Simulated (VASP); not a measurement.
Runs of VASP 6.6.1 on Rh. The structure is that of space group P6_3/mmc (No. 194), or close to it. The cells are those of the table. This isn't the form of Rh at room conditions, which is fcc.

| cell | further INCAR settings | gap on the mesh (eV) | pressure (GPa) |
| --- | --- | --- | --- |
| a = 2.581, b = 2.581, c = 4.156 Å, angles 90.0, 90.0, 120.0°, 2 atoms | ALGO = Fast; EDIFF = 1e-06; NBANDS = 22 | none | 48.9 |
| a = 2.581, b = 2.581, c = 4.502 Å, angles 90.0, 90.0, 120.0°, 2 atoms | ALGO = Fast; EDIFF = 1e-06; NBANDS = 22 | none | 15.6 |
| a = 2.581, b = 2.581, c = 4.329 Å, angles 90.0, 90.0, 120.0°, 2 atoms | ALGO = Fast; EDIFF = 1e-06; NBANDS = 22 | none | (b) |
| a = 2.474, b = 2.474, c = 4.329 Å, angles 90.0, 90.0, 120.0°, 2 atoms | ALGO = Fast; EDIFF = 1e-06; NBANDS = 22 | none | 77.3 |
| a = 2.581, b = 2.581, c = 4.675 Å, angles 90.0, 90.0, 120.0°, 2 atoms | ALGO = Fast; EDIFF = 1e-06; NBANDS = 22 | none | (a) |
| a = 2.689, b = 2.689, c = 3.983 Å, angles 90.0, 90.0, 120.0°, 2 atoms | ALGO = Fast; EDIFF = 1e-06; NBANDS = 22 | none | 33.7 |
| a = 2.474, b = 2.474, c = 4.502 Å, angles 90.0, 90.0, 120.0°, 2 atoms | ALGO = Fast; EDIFF = 1e-06; NBANDS = 22 | none | 57.8 |
| a = 2.796, b = 2.796, c = 3.983 Å, angles 90.0, 90.0, 120.0°, 2 atoms | ALGO = Fast; EDIFF = 1e-06; NBANDS = 22 | none | 6.9 |
| a = 2.474, b = 2.474, c = 4.675 Å, angles 90.0, 90.0, 120.0°, 2 atoms | ALGO = Fast; EDIFF = 1e-07; NBANDS = 22 | none | 43.4 |
| a = 2.904, b = 2.904, c = 4.675 Å, angles 90.0, 90.0, 120.0°, 2 atoms | ALGO = Fast; EDIFF = 1e-06; NBANDS = 22 | none | -36.8 |
| a = 2.581, b = 2.581, c = 3.983 Å, angles 90.0, 90.0, 120.0°, 2 atoms | ALGO = Fast; EDIFF = 1e-06; NBANDS = 22 | none | 75.1 |
| a = 2.474, b = 2.474, c = 4.156 Å, angles 90.0, 90.0, 120.0°, 2 atoms | ALGO = Fast; EDIFF = 1e-06; NBANDS = 22 | none | (c) |

Alike in all rows: task single point; level PBEsol; potentials or basis VASP PAW PBE potentials, release 64 (Rh_pv); no spin polarisation; k mesh 24 × 24 × 14; cutoff (eV) 520; smearing gaussian 0.15 eV.

**Question.** Estimate the missing entries.

**Answer.** (a) 5.4; (b) 29.7; (c) 103.2.

Caveats: the PAW data sets were made with another functional, which shifts forces and pressure a little; the cell stands under pressure (at least some runs); the cell stands under tension (at least some runs).

A k mesh can miss the band edges, and the runs leave out spin-orbit coupling on Rh.

A gap of «none» marks levels without a gap at the run's occupations.
